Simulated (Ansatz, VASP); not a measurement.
## Si in VASP and in Ansatz

The input INCAR:

```
ALGO = Normal
EDIFF = 1E-7
ENCUT = 520
GGA = CA
ISIF = 2
ISMEAR = 0
LASPH = True
LCHARG = True
LELF = True
LREAL = False
LVHAR = True
LWAVE = False
NBANDS = 16
NELM = 80
PREC = Accurate
SIGMA = 0.03
```

The input KPOINTS:

```
k-points
0
Gamma
  12 12 6
```

File POSCAR:

```
Si
1.0
    3.5775365161      0.0000000000      0.0000000000
   -1.7887682581      3.0982375059      0.0000000000
    0.0000000000      0.0000000000      7.1014099845
Si
4
Direct
    0.3333333333      0.6666666667      0.0868883759
    0.6666666667      0.3333333333      0.5868883759
    0.3333333333      0.6666666667      0.4131116241
    0.6666666667      0.3333333333      0.9131116241
```

Input for Ansatz:

```yaml
crystal:
  lattice:
    - [3.5775365161, 0.0, 0.0]
    - [-1.7887682581, 3.0982375059, 0.0]
    - [0.0, 0.0, 7.1014099845]
  atoms:
    - { symbol: Si, position: [0.3333333333, 0.6666666667, 0.0868883759] }
    - { symbol: Si, position: [0.6666666667, 0.3333333333, 0.5868883759] }
    - { symbol: Si, position: [0.3333333333, 0.6666666667, 0.4131116241] }
    - { symbol: Si, position: [0.6666666667, 0.3333333333, 0.9131116241] }
basis:
  ecutwfc: 420
kpoints:
  mp_grid: { grid: [12, 12, 6] }
hamiltonian:
  xc: lda
  pseudopotentials: { kind: paw, azcp: { folder: soft_1 } }
scf:
  occupations: { method: gaussian, width: 0.03 }
output:
  forces: true
  stress: true
  eigenvalues: true
```

Alike in both runs: task single point; functional LDA; k mesh 12 × 12 × 6; occupations gaussian, width 0.03 eV; no spin polarisation.

```csv
,VASP,Ansatz
version,VASP 6.6.1,Ansatz 0.2.0
potentials or method,"VASP PAW LDA potentials, release 64 (Si), cutoff 520 eV","scalar-relativistic, plane waves, PAW"
valence electrons in the cell,16,16
```

```tsv
	VASP	Ansatz	Ansatz less VASP
gap on the k mesh at the Fermi level (eV)	none	none	-
pressure (GPa)	-3.6	-3.7	-0.04
traceless stress, the component that is largest in VASP (GPa)	-11.21	-11.17	+0.044
rms of the force components (eV/Å)	1.207	1.214	+0.0067
```

Ansatz warns that its potentials were made for another functional, while VASP's fit it. LDA's correlation is that of Perdew and Zunger in VASP and of Perdew and Wang (1992) in Ansatz. Atom by atom the forces differ by 0.007 eV/Å (rms over components). A gap of «none» marks a metal or a gap that the smearing closes.
